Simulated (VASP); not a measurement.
Input of a VASP 6.6.1 run:

File INCAR:

```
PREC = Accurate ; ENCUT = 520
EDIFF = 1E-8 ; ISMEAR = -1
SIGMA = 0.08 ; LREAL = F
LASPH = T ; NELM = 80
ALGO = Normal ; ISIF = 2
LWAVE = F ; LCHARG = F
GGA = CA ; LEFG = T
NBANDS = 15
```

File KPOINTS:

```
regular mesh
0
Gamma
  11 11 15
```

POSCAR

```
Li2Pd
1.0
    4.2267001844     -0.0211335009     -0.0211335009
   -2.1316522409      3.6709964844     -0.0077353982
   -0.0136595000     -0.0136595000      2.7319000000
Li Pd
2 1
Direct
    0.3333333333      0.6666666667      0.5000000000
    0.6666666667      0.3333333333      0.5000000000
    0.0000000000      0.0000000000      0.0000000000
```

Potentials or basis: VASP PAW LDA potentials, release 64 (Li_sv, Pd).

Run with:

```console
$ cat potpaw_LDA.64/Li_sv/POTCAR potpaw_LDA.64/Pd/POTCAR > POTCAR
$ mpirun -np 1 vasp_std > vasp.out
```

Predict the band gap on the k mesh.

zero (bands 8 and 9 overlap by 2.31 eV).

Estimate the largest force.

0.024 eV/Å.

Forces in eV/Å, atoms in the order of the input:
```
Li   0.024  0.000  0.000
Li  -0.024  0.000  0.000
Pd   0.000  0.000  0.000
```

Caveat: the cell differs from its parent crystal (equal xy, yz and zx shear strains of -1 %); without QUAD_EFG the Cq values of the log hold for a quadrupole moment of 1 mb, not for the nuclei.
